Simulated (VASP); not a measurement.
Here is a VASP 6.6.1 calculation.

The input POSCAR:

```
PbS
1.0
    2.1207464328     -6.1088031014      0.0000000000
    2.1207464328      6.1088031014      0.0000000000
    0.0000000000      0.0000000000      4.3632505017
Pb S
2 2
Direct
    0.8694366500      0.1305633500      0.7500000000
    0.1305633500      0.8694366500      0.2500000000
    0.6452029100      0.3547970900      0.7500000000
    0.3547970900      0.6452029100      0.2500000000
```

Contents of INCAR.step1:

```
PREC     = Accurate       # precision mode
ENCUT    = 520            # plane-wave cutoff, eV
ISMEAR   = -1             # smearing method
SIGMA    = 0.02           # smearing width, eV
LREAL    = False          # projectors in reciprocal space
LASPH    = True           # aspherical terms in the spheres
NELM     = 100            # most SCF steps
NBANDS   = 28             # bands
GGA      = PE             # functional
ALGO     = Normal         # electronic algorithm
EDIFF    = 1E-4           # SCF threshold, eV
LWAVE    = True           # write WAVECAR
LCHARG   = False          # write CHGCAR
```

The input INCAR.step2:

```
PREC     = Accurate       # precision mode
ENCUT    = 520            # plane-wave cutoff, eV
EDIFF    = 1E-7           # SCF threshold, eV
ISMEAR   = -1             # smearing method
SIGMA    = 0.02           # smearing width, eV
LREAL    = False          # projectors in reciprocal space
LASPH    = True           # aspherical terms in the spheres
NELM     = 100            # most SCF steps
ALGO     = Normal         # electronic algorithm
ISIF     = 2              # what is computed and relaxed
LWAVE    = False          # write WAVECAR
LCHARG   = False          # write CHGCAR
METAGGA  = R2SCAN         # meta-GGA
LMIXTAU  = True         
NBANDS   = 28             # bands
ISTART   = 1
```

Contents of KPOINTS:

```
regular mesh
0
Gamma
  4 4 4
```

Potentials or basis: VASP PAW PBE potentials, release 64 (Pb_d, S).

Command:

```sh
$ cat potpaw_PBE.64/Pb_d/POTCAR potpaw_PBE.64/S/POTCAR > POTCAR
$ cp INCAR.step1 INCAR
$ mpirun -np 1 vasp_std > vasp.out
$ cp INCAR.step2 INCAR
$ mpirun -np 1 vasp_std > vasp.out
```

Task: Predict the largest force.

Result: 0.348 eV/Å.

Task: Predict the pressure.

Result: -3.0 GPa.

Task: What does it give for the band gap on the k mesh?

Result: 1.63 eV, indirect (least direct gap 1.92 eV).

Forces on the atoms (eV/Å):
```
Pb   0.000  0.348  0.000
Pb   0.000 -0.348  0.000
S    0.000 -0.260  0.000
S    0.000  0.260  0.000
```

Caveat: the PAW data sets were made with another functional, which shifts forces and pressure a little; spin-orbit coupling is left out, which moves the levels of the heavy elements. A k mesh can miss the band edges.
